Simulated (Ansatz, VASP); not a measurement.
**One calculation of BN, two programs**

```
CELL_PARAMETERS angstrom
2.21463 0.00000 0.00000
-1.10732 2.15498 0.00000
0.00000 0.00000 6.25690
ATOMIC_POSITIONS crystal
B 0.33333 0.66667 0.25000
B 0.66667 0.33333 0.75000
N 0.33333 0.66667 0.75000
N 0.66667 0.33333 0.25000
```

Change from the starting cell: normal strain along x -0.1100, normal strain along z -0.0367.

Alike in both runs: task relaxation of the atoms; functional LDA; k mesh 12 × 12 × 4; occupations gaussian, width 0.05 eV; no spin polarisation.

```csv
,VASP,Ansatz
version,VASP 6.6.1,Ansatz 0.2.0
potentials or method,"VASP PAW LDA potentials, release 64 (B, N), cutoff 520 eV","scalar-relativistic, plane waves, PAW"
valence electrons in the cell,16,16
```

Ansatz gave:

```
gap on the k mesh at the Fermi level, each at its own relaxed structure (eV) : 3.43
```

Problem. Which values does VASP return?

Solution. gap on the k mesh at the Fermi level, each at its own relaxed structure (eV): 3.42.

Ansatz warns that its potentials were made for another functional, while VASP's fit it. LDA's correlation is that of Perdew and Zunger in VASP and of Perdew and Wang (1992) in Ansatz. Ansatz's warnings: stress scf threshold loose.
